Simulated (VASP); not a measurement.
# InP (Fm-3m) in VASP: single point with LDA

Aim: the single point of InP with LDA.

Everything below comes from runs of VASP 6.6.1. Logs are shortened: lines on timing, memory, paths and dates and some standing lists are left out, and cuts for length are marked.

## (1) The cell of the first run

The structure is cubic, space group Fm-3m (No. 225). The conventional cell has a = 5.418 Å, b = 5.418 Å, c = 5.418 Å, α = 90.00°, β = 90.00°, γ = 90.00°. In (site symmetry m-3m) has 6 P at 2.71 Å within 3.6 Å. Within 3.6 Å of P (site symmetry m-3m) lie 6 In at 2.71 Å.

## (2) Single point, LDA

Contents of INCAR:

```
  PREC = Accurate
  ENCUT = 520
  EDIFF = 1E-7
  ISMEAR = 0
  SIGMA = 0.15
  LREAL = F
  LASPH = T
  NELM = 100
  ALGO = Normal
  ISIF = 2
  LWAVE = F
  LCHARG = F
  GGA = CA
  NBANDS = 16
```

Contents of KPOINTS:

```
regular mesh
0
Gamma
  14 14 14
```

Contents of POSCAR:

```
InP
1.0
    0.0000000000      2.7088361388      2.7088361388
    2.7088361388      0.0000000000      2.7088361388
    2.7088361388      2.7088361388      0.0000000000
In P
1 1
Direct
    0.0000000000      0.0000000000      0.0000000000
    0.5000000000      0.5000000000      0.5000000000
```

Potentials or basis: VASP PAW LDA potentials, release 64 (In_d, P).

Command:

```
$ cat potpaw_LDA.64/In_d/POTCAR potpaw_LDA.64/P/POTCAR > POTCAR
$ mpirun -np 1 vasp_std > vasp.out
```

OUTCAR:

```text
PREC = Accurate
   ENCUT = 520
   EDIFF = 1E-7
   ISMEAR = 0
   LREAL = F
   LASPH = T
   NELM = 100
   ISIF = 2
   GGA = CA

 ion  position               nearest neighbor table
   1  0.000  0.000  0.000-   2 2.71   2 2.71   2 2.71   2 2.71   2 2.71   2 2.71
   2  0.500  0.500  0.500-   1 2.71   1 2.71   1 2.71   1 2.71   1 2.71   1 2.71

  LATTYP: Found a face centered cubic cell.
 ALAT       =     5.4176722776

  Lattice vectors:

 A1 = (   0.0000000000,   2.7088361388,   2.7088361388)
 A2 = (   2.7088361388,   0.0000000000,   2.7088361388)
 A3 = (   2.7088361388,   2.7088361388,   0.0000000000)

Analysis of symmetry for initial positions (statically):
=====================================================================
 Subroutine PRICEL returns:
 Original cell was already a primitive cell.

 Routine SETGRP: Setting up the symmetry group for a
 face centered cubic supercell.

 Subroutine GETGRP returns: Found 48 space group operations
 (whereof 48 operations were pure point group operations)
 out of a pool of 48 trial point group operations.

The static configuration has the point symmetry O_h .

Analysis of symmetry for dynamics (positions and initial velocities):
=====================================================================
 Subroutine PRICEL returns:
 Original cell was already a primitive cell.

 Routine SETGRP: Setting up the symmetry group for a
 face centered cubic supercell.

 Subroutine GETGRP returns: Found 48 space group operations
 (whereof 48 operations were pure point group operations)
 out of a pool of 48 trial point group operations.

The dynamic configuration has the point symmetry O_h .

 Subroutine INISYM returns: Found 48 space group operations
 (whereof 48 operations are pure point group operations),
 and found     1 'primitive' translations

----------------------------------------------------------------------------------------

                                     Primitive cell

  volume of cell :      39.7538

  direct lattice vectors                    reciprocal lattice vectors
     0.000000000  2.708836139  2.708836139    -0.184581117  0.184581117  0.184581117
     2.708836139  0.000000000  2.708836139     0.184581117 -0.184581117  0.184581117
     2.708836139  2.708836139  0.000000000     0.184581117  0.184581117 -0.184581117

  length of vectors
     3.830872806  3.830872806  3.830872806     0.319703873  0.319703873  0.319703873

  position of ions in fractional coordinates (direct lattice)
     0.000000000  0.000000000  0.000000000
     0.500000000  0.500000000  0.500000000

  ion indices of the primitive-cell ions
   primitive index   ion index
                 1           1
                 2           2

----------------------------------------------------------------------------------------

 KPOINTS: regular mesh

Automatic generation of k-mesh.
 Grid dimensions read from file:
 generate k-points for:   14   14   14

 Generating k-lattice:

  Cartesian coordinates                     Fractional coordinates (reciprocal lattice)
    -0.013184365  0.013184365  0.013184365     0.071428571  0.000000000  0.000000000
     0.013184365 -0.013184365  0.013184365     0.000000000  0.071428571  0.000000000
     0.013184365  0.013184365 -0.013184365     0.000000000  0.000000000  0.071428571

  Length of vectors
     0.022835991  0.022835991  0.022835991

  Shift w.r.t. Gamma in fractional coordinates (k-lattice)
     0.000000000  0.000000000  0.000000000

 Subroutine IBZKPT returns following result:
 ===========================================

 Found    104 irreducible k-points:

 Following reciprocal coordinates:
            Coordinates               Weight
  0.000000  0.000000  0.000000      1.000000
  0.071429  0.000000  0.000000      8.000000
  0.142857  0.000000  0.000000      8.000000
  0.214286  0.000000  0.000000      8.000000
  0.285714  0.000000  0.000000      8.000000
  0.357143  0.000000  0.000000      8.000000
[... 16 lines left out ...]
  0.214286  0.142857  0.000000     24.000000
  0.285714  0.142857  0.000000     24.000000
 [... further k-points ...]
   k-points           NKPTS =    104   k-points in BZ     NKDIM =    104   number of bands    NBANDS=     16
   number of dos      NEDOS =    301   number of ions     NIONS =      2
   total plane-waves  NPLWV =  21952
   dimension x,y,z NGX =    28 NGY =   28 NGZ =   28
   dimension x,y,z NGXF=    56 NGYF=   56 NGZF=   56
   ions per type =               1   1
   NGX,Y,Z   is equivalent  to a cutoff of  12.15, 12.15, 12.15 a.u.
   NGXF,Y,Z  is equivalent  to a cutoff of  24.30, 24.30, 24.30 a.u.
 SYSTEM =  unknown system
   PREC   = accura    normal or accurate (medium, high low for compatibility)
   ISTART =      0    job   : 0-new  1-cont  2-samecut
   ICHARG =      2    charge: 1-file 2-atom 10-const
   ISPIN  =      1    spin polarized calculation?
   LNONCOLLINEAR =      F non collinear calculations
   LSORBIT =      F    spin-orbit coupling
   LASPH  =      T    aspherical Exc in radial PAW
   ENCUT  =  520.0 eV  38.22 Ry    6.18 a.u.   7.12  7.12  7.12*2*pi/ulx,y,z
   NELM   =    100;   NELMIN=  2; NELMDL= -5     # of ELM steps
   EDIFF  = 0.1E-06   stopping-criterion for ELM
   LREAL  =      F    real-space projection
   EDIFFG = 0.1E-05   stopping-criterion for IOM
   NSW    =      0    number of steps for IOM
   IBRION =     -1    ionic relax: 0-MD 1-quasi-New 2-CG
   NFREE  =      0    steps in history (QN), initial steepest desc. (CG)
   ISIF   =      2    stress and relaxation
   ISYM   =      2    0-nonsym 1-usesym 2-fastsym
   POTIM  = 0.5000    time-step for ionic-motion
   TEBEG  =    0.0;   TEEND  =   0.0 temperature during run
   PSTRESS=    0.0 pullay stress
   NELECT =      18.0000    total number of electrons
   NUPDOWN=      -1.0000    fix difference up-down
   EMIN   =  10.00;   EMAX   =-10.00  energy-range for DOS
   EFERMI =   0.00;   METHOD = LEGACY
   ISMEAR =     0;   SIGMA  =   0.15  broadening in eV -4-tet -1-fermi 0-gaus
   EFERMI_NEDOS =   21; number of points for ismear=-14 and -15
   IALGO  =     38    algorithm
   IMIX   =      4    mixing-type and parameters
     AMIX     =   0.40;   BMIX     =  1.00
     AMIX_MAG =   1.60;   BMIX_MAG =  1.00
  volume/ion in A,a.u.               =      19.88       134.14
  Fermi-wavevector in a.u.,A,eV,Ry     =   1.257109  2.375592 21.501600  1.580323
  Thomas-Fermi vector in A             =   2.390784
   LORBIT       =      0    0 simple, 1 ext, 2 COOP (PROOUT), +10 PAW based schemes
   GGA     = CA    functional components
   LHFCALC =     F    Hartree Fock is set to
   AEXX    =    0.0000 exact exchange contribution
   IVDW    =     0    specifies the selected vdW correction
   LEPSILON=     F    determine dielectric tensor
   LRPA    =     F    only Hartree local field effects (RPA)
 non-spin polarized calculation
 Gauss-broadening in eV      SIGMA  =   0.15
  energy-cutoff  :      520.00
  volume of cell :       39.75
 maximum number of plane-waves:      1090
   NGX = 15   NGY = 15   NGZ = 15

 number of electron      18.0000010 magnetization

 Free energy of the ion-electron system (eV)
  ---------------------------------------------------
  ext. energy  EPLUGINS =         0.00000000
  ---------------------------------------------------
  free energy    TOTEN  =        -9.32571568 eV

  energy without entropy =       -9.31332078  energy(sigma->0) =       -9.31951823

 E-fermi :   7.6670     XC(G=0): -10.9410

 val. band max:        7.6517044719   @ k =   0.3571   0.1429   0.0714
 cond. band min:       7.6767908955   @ k =  -0.3571   0.1429   0.0000
 fundamental gap:      0.0250864235
 Fermi energy:         7.6669623638

 k-point     1 :       0.0000    0.0000    0.0000
  band No.  band energies     occupation
      1      -6.5662      2.00000
      2      -6.5662      2.00000
      3      -6.5376      2.00000
      4      -6.5376      2.00000
      5      -6.5376      2.00000
      6      -4.8305      2.00000
[... 8 lines left out ...]
     15      16.3908      0.00000
     16      16.3908      0.00000

 k-point     2 :       0.0714    0.0000    0.0000
  band No.  band energies     occupation
      1      -6.5691      2.00000
      2      -6.5691      2.00000
      3      -6.5379      2.00000
      4      -6.5336      2.00000
      5      -6.5336      2.00000
      6      -4.7615      2.00000
[... 8 lines left out ...]
     15      15.7828      0.00000
     16      16.3604      0.00000

 k-point     3 :       0.1429    0.0000    0.0000
  band No.  band energies     occupation
      1      -6.5791      2.00000
      2      -6.5791      2.00000
      3      -6.5394      2.00000
      4      -6.5202      2.00000
      5      -6.5202      2.00000
      6      -4.5559      2.00000
[... 8 lines left out ...]
     15      15.6583      0.00000
     16      16.1633      0.00000

 k-point     4 :       0.2143    0.0000    0.0000
  band No.  band energies     occupation
      1      -6.5951      2.00000
      2      -6.5951      2.00000
      3      -6.5428      2.00000
      4      -6.4992      2.00000
      5      -6.4992      2.00000
      6      -4.2193      2.00000
[... 8 lines left out ...]
     15      16.1567      0.00000
     16      16.1567      0.00000
[... 324 lines left out ...]
 k-point    22 :       0.1429    0.1429    0.0000
  band No.  band energies     occupation
      1      -6.6155      2.00000
      2      -6.5550      2.00000
      3      -6.5511      2.00000
      4      -6.5126      2.00000
      5      -6.5126      2.00000
      6      -4.4489      2.00000
[... 8 lines left out ...]
     15      17.8811      0.00000
     16      17.8811      0.00000

 k-point    23 :       0.2143    0.1429    0.0000
  band No.  band energies     occupation
      1      -6.6445      2.00000
      2      -6.5568      2.00000
      3      -6.5554      2.00000
      4      -6.5004      2.00000
      5      -6.4947      2.00000
      6      -4.1859      2.00000
[... 8 lines left out ...]
     15      17.6667      0.00000
     16      18.0800      0.00000

 k-point    24 :       0.2857    0.1429    0.0000
  band No.  band energies     occupation
      1      -6.6714      2.00000
      2      -6.5689      2.00000
      3      -6.5552      2.00000
      4      -6.4887      2.00000
      5      -6.4706      2.00000
      6      -3.7971      2.00000
[... 8 lines left out ...]
     15      17.9845      0.00000
     16      18.1609      0.00000

 [... further k-points ...]

------------------------ aborting loop because EDIFF is reached ----------------------------------------

  FORCE on cell =-STRESS in cart. coord.  units (eV):
  Direction    XX          YY          ZZ          XY          YZ          ZX
  --------------------------------------------------------------------------------------
  -------------------------------------------------------------------------------------
  Total        0.0057203      0.0057203      0.0057203      0.0000000      0.0000000      0.0000000
  in kB        0.2305423      0.2305423      0.2305423      0.0000000      0.0000000      0.0000000
  external PRESSURE =       0.2305423 kB  Pullay stress =       0.0000000 kB

 VOLUME and BASIS-vectors are now :
 -----------------------------------------------------------------------------
  energy-cutoff  :      520.00
  volume of cell :       39.75
      direct lattice vectors                 reciprocal lattice vectors
     0.000000000  2.708836139  2.708836139    -0.184581117  0.184581117  0.184581117
     2.708836139  0.000000000  2.708836139     0.184581117 -0.184581117  0.184581117
     2.708836139  2.708836139  0.000000000     0.184581117  0.184581117 -0.184581117

 POSITION                                       TOTAL-FORCE (eV/Angst)
 -----------------------------------------------------------------------------------
      0.00000      0.00000      0.00000         0.000000      0.000000      0.000000
      2.70884      2.70884      2.70884        -0.000000     -0.000000     -0.000000
 -----------------------------------------------------------------------------------
    total drift:                               -0.000000      0.000000      0.000000

  FREE ENERGIE OF THE ION-ELECTRON SYSTEM (eV)
  ---------------------------------------------------
  free  energy   TOTEN  =        -9.3257156846 eV

  energy  without entropy=       -9.3133207831  energy(sigma->0) =       -9.31951823
```

Wall time 70 s (1 thread of Intel Xeon 8259CL, shared host); peak memory 0.19 GiB.

Results:

```yaml
Free_energy: -9.3257 eV
Pressure: 0.0 GPa
Band_gap_on_the_k_mesh: zero (bands 9 and 10 overlap by 2.92 eV)
```

Levels at points of the mesh, in eV from the Fermi level:
```csv
k point,band 7,band 8,band 9,band 10,band 11,band 12
"(0.00, 0.00, 0.00)",-0.31,-0.31,-0.31,0.94,7.16,7.16
"(0.50, 0.00, 0.00)",-7.04,0.22,0.22,2.46,3.32,3.32
"(0.50, 0.50, 0.00)",-5.37,-2.56,-2.54,-2.54,3.72,10.28
```

Caveat: spin-orbit coupling is left out, which moves the levels of the heavy elements.
